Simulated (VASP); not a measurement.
A run of VASP 6.6.1:

INCAR

```
ALGO = Normal ; EDIFF = 1E-6
ENCUT = 520 ; GGA = PS
ISIF = 2 ; ISMEAR = 0
ISPIN = 2 ; LASPH = T
LCHARG = F ; LMAXMIX = 4
LORBIT = 11 ; LREAL = F
LWAVE = F ; MAGMOM = 0 0 4.55 0.16 0.16
NBANDS = 28 ; NELM = 150
PREC = Accurate ; SIGMA = 0.02
```

The input KPOINTS:

```
k-points
0
Gamma
  12 12 6
```

Contents of POSCAR:

```
Li2MnO2
1.0
    3.1650454129      0.0000000000      0.0000000000
   -1.5825227065      2.7410097317      0.0000000000
    0.0000000000      0.0000000000      5.2304002067
Li Mn O
2 1 2
Direct
    0.6666666667      0.3333333333      0.3667157695
    0.3333333333      0.6666666667      0.6332842305
    0.0000000000      0.0000000000      0.0000000000
    0.3333333333      0.6666666667      0.2452817598
    0.6666666667      0.3333333333      0.7547182402
```

Potentials or basis: VASP PAW PBE potentials, release 64 (Li_sv, Mn_pv, O).

Run with:

```bash
$ cat potpaw_PBE.64/Li_sv/POTCAR potpaw_PBE.64/Mn_pv/POTCAR potpaw_PBE.64/O/POTCAR > POTCAR
$ mpirun -np 1 vasp_std > vasp.out
```

Hardware: 1 thread of Intel(R) Xeon(R) Platinum 8488C (Sapphire Rapids), on a shared host.

Q: How long does it take, and how much memory?

A: Run time: 120 s on 1 thread of Intel(R) Xeon(R) Platinum 8488C (Sapphire Rapids), on a shared host, peak memory 0.31 GiB. Counts: scf iterations 17, k points 100.
